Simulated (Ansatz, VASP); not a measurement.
**Se: VASP beside Ansatz**

The input INCAR:

```
PREC = Accurate
ENCUT = 520
EDIFF = 1E-6
ISMEAR = 0
SIGMA = 0.02
LREAL = F
LASPH = T
NELM = 100
ALGO = Normal
ISIF = 2
LWAVE = F
LCHARG = T
GGA = PE
LELF = T
LVHAR = T
NBANDS = 16
```

File KPOINTS:

```
Automatic mesh
0
Gamma
  9 9 6
```

The input POSCAR:

```
Se
1.0
    4.3150280855      0.0000000000      0.0000000000
   -2.1575140428      3.7369239401      0.0000000000
    0.0000000000      0.0000000000      4.5983278080
Se
3
Direct
    0.1910451831      0.0000000000      0.3333333333
    0.0000000000      0.1910451831      0.6666666667
    0.8089548169      0.8089548169      0.0000000000
```

Input for Ansatz:

```yaml
crystal:
  lattice:
    - [4.3150280855, 0.0, 0.0]
    - [-2.1575140428, 3.7369239401, 0.0]
    - [0.0, 0.0, 4.598327808]
  atoms:
    - { symbol: Se, position: [0.1910451831, 0.0, 0.3333333333] }
    - { symbol: Se, position: [0.0, 0.1910451831, 0.6666666667] }
    - { symbol: Se, position: [0.8089548169, 0.8089548169, 0.0] }
basis:
  ecutwfc: 420
kpoints:
  mp_grid: { grid: [9, 9, 6] }
hamiltonian:
  xc: pbe
scf:
  occupations: { method: gaussian, width: 0.02 }
output:
  forces: true
  stress: true
  eigenvalues: true
```

Alike in both runs: task single point; functional PBE; k mesh 9 × 9 × 6; occupations gaussian, width 0.02 eV; no spin polarisation.

|  | VASP | Ansatz |
| --- | --- | --- |
| version | VASP 6.6.1 | Ansatz 0.2.0 |
| potentials or method | VASP PAW PBE potentials, release 64 (Se), cutoff 520 eV | scalar-relativistic, plane waves, PAW |
| valence electrons in the cell | 18 | 48 |

VASP gave:

| Item | Value |
| --- | --- |
| gap on the k mesh at the Fermi level (eV) | 1.23 |
| least direct gap on the mesh (eV) | 1.52 |
| pressure (GPa) | 30.6 |
| traceless stress, the component that is largest in VASP (GPa) | 15.00 |
| rms of the force components (eV/Å) | 4.181 |

What did Ansatz give for the same quantities?

gap on the k mesh at the Fermi level (eV): 1.27; least direct gap on the mesh (eV): 1.56; pressure (GPa): 30.0; traceless stress, the component that is largest in VASP (GPa): 14.62; rms of the force components (eV/Å): 4.083.

Atom by atom the forces differ by 0.097 eV/Å (rms over components). Both programs put the cell under a high pressure, so it lies far from rest at this level. VASP's potentials hold 18 valence electrons a cell and Ansatz's 48, so a difference there can come from the potentials and not from the codes.
